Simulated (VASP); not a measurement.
Wanted: the native input for a VASP 6.6.1 run.

```yaml
Task: single point
Functional: PBEsol
Potentials_or_basis: VASP PAW PBE potentials, release 64 (Ca_sv, F)
Cutoff: 600 eV
k_mesh: 4 × 4 × 4
Occupations: methfessel-paxton, width 0.1 eV
Spin: no spin polarisation
Dipole_correction: no
Further_INCAR_settings: ALGO = Normal; EDIFF = 1e-06; NBANDS = 33
```

The structure of CaF2 lies in POSCAR:

```
CaF2
1.0
    0.0000000000      2.7310000000      2.7310000000
    2.7310000000      0.0000000000      2.7310000000
    5.4620000000      5.4620000000      0.0000000000
Ca F
2 4
Direct
    0.0000000000      0.0000000000      0.0000000000
    0.0000000000      0.0000000000      0.5000000000
    0.2500000000      0.2500000000      0.1250000000
    0.7500000000      0.7500000000      0.3750000000
    0.2500000000      0.2500000000      0.6250000000
    0.7500000000      0.7500000000      0.8750000000
```

These files were run (other wordings do the same):

INCAR

```
SYSTEM = CaF2
ALGO     = Normal         ! electronic algorithm
EDIFF    = 1E-6           ! SCF threshold, eV
ENCUT    = 600            ! plane-wave cutoff, eV
GGA      = PS             ! functional
GGA_COMPAT= .False.      
ISIF     = 2              ! what is computed and relaxed
ISMEAR   = 1              ! smearing method
LASPH    = .True.         ! aspherical terms in the spheres
LCHARG   = .False.        ! write CHGCAR
LREAL    = .False.        ! projectors in reciprocal space
LWAVE    = .False.        ! write WAVECAR
NBANDS   = 33             ! bands
NELM     = 120            ! most SCF steps
PREC     = Accurate       ! precision mode
SIGMA    = 0.1            ! smearing width, eV
```

KPOINTS

```
k-points
0
Gamma
  4 4 4
  0 0 0
```

Potentials or basis: VASP PAW PBE potentials, release 64 (Ca_sv, F).

Launch:

```sh
$ cat potpaw_PBE.64/Ca_sv/POTCAR potpaw_PBE.64/F/POTCAR > POTCAR
$ mpirun -np 1 vasp_std > vasp.out
```

Results of the run:

```yaml
Pressure: -1.7 GPa
Band_gap_on_the_k_mesh: 7.09 eV
```

Caveat: the k points lie up to 0.48 Å⁻¹ apart; the PAW data sets were made with another functional, which shifts forces and pressure a little.

Wall time 94 s on 1 thread of Intel Xeon 8259CL, on a shared host, peak memory 0.25 GiB.
